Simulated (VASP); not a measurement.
Input of a VASP 6.6.1 run:

File POSCAR:

```
TiO2
1.0
    7.1924470000      0.0000000000      0.0000000000
    6.5690148859      2.9290505761      0.0000000000
    6.5690148859      1.3981782601      2.5737977446
Ti O
1 2
Direct
    0.0000000000      0.0000000000      0.0000000000
    0.6204670000      0.6204670000      0.6204670000
    0.3795330000      0.3795330000      0.3795330000
```

Contents of INCAR.step1:

```
  PREC = Accurate
  ENCUT = 910
  ISMEAR = 0
  SIGMA = 0.01
  LREAL = False
  LASPH = True
  NELM = 120
  NBANDS = 19
  GGA = PE
  ALGO = Normal
  EDIFF = 1E-5
  LWAVE = True
  LCHARG = False
  GGA_COMPAT = False
```

The input INCAR.step2:

```
  PREC = Accurate
  ENCUT = 910
  EDIFF = 1E-6
  ISMEAR = 0
  SIGMA = 0.01
  LREAL = False
  LASPH = True
  NELM = 120
  ALGO = Normal
  ISIF = 2
  LWAVE = False
  LCHARG = False
  METAGGA = R2SCAN
  LMIXTAU = True
  NBANDS = 19
  ISTART = 1
  GGA_COMPAT = False
```

The input KPOINTS:

```
regular mesh
0
Gamma
  8 8 8
```

Potentials or basis: VASP PAW PBE potentials, release 64 (Ti_sv, O_h).

The run is started by

```console
$ cat potpaw_PBE.64/Ti_sv/POTCAR potpaw_PBE.64/O_h/POTCAR > POTCAR
$ cp INCAR.step1 INCAR
$ mpirun -np 1 vasp_std > vasp.out
$ cp INCAR.step2 INCAR
$ mpirun -np 1 vasp_std > vasp.out
```

(1) What does it give for the band gap on the k mesh?

(2) Estimate the largest force.

(3) Predict the pressure.

## Answers

(1) 3.11 eV (least direct gap 3.30 eV).

(2) 0.346 eV/Å.

(3) -2.9 GPa.

Caveat: the cutoff is under 1.25 times the usual one of these potentials, so pressure, stress and relaxed cells hold a basis-set (Pulay) error; the PAW data sets were made with another functional, which shifts forces and pressure a little.
